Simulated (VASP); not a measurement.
GaN:

```xyz
4
Lattice="3.1800 0.0000 0.0000 -1.5900 2.7540 0.0000 0.0000 0.0000 5.1660" Properties=species:S:1:pos:R:3 pbc="T T T"
Ga    1.5900    0.9180    2.5830
Ga    0.0000    1.8360    0.0000
N     1.5900    0.9180    4.5203
N     0.0000    1.8360    1.9373
```

Program: VASP 6.6.1. Alike in all runs: task single point; no spin polarisation; cell as given; smearing fermi-dirac 0.05 eV.

Question: Order these runs on this cell by their pressure, lowest first.
A. level PBE exchange alone; potentials or basis VASP PAW PBE potentials, release 64 (Ga_d, N); k mesh 10 × 10 × 5; cutoff (eV) 520
B. level r2SCAN-based global hybrid with 25 % exact exchange; potentials or basis VASP PAW PBE potentials, release 64 (Ga_d, N); k mesh 6 × 6 × 3; cutoff (eV) 520; grid for exact exchange (PRECFOCK) Normal; share of exact exchange 0.25
C. level r2SCAN+D4; potentials or basis VASP PAW PBE potentials, release 64 (Ga_d, N_h); k mesh 10 × 10 × 5; cutoff (eV) 910
D. level b88 exchange, pbe correlation; potentials or basis VASP PAW PBE potentials, release 64 (Ga_d, N); k mesh 10 × 10 × 5; cutoff (eV) 600

Answer: B (-1.5 GPa), C (0.1 GPa), D (6.8 GPa), A (27.0 GPa).

Caveats: the PAW data sets were made with another functional, which shifts forces and pressure a little (at least some runs); the cell stands under pressure (at least some runs); the cutoff is under 1.25 times the usual one of these potentials, so pressure, stress and relaxed cells hold a basis-set (Pulay) error (at least some runs).
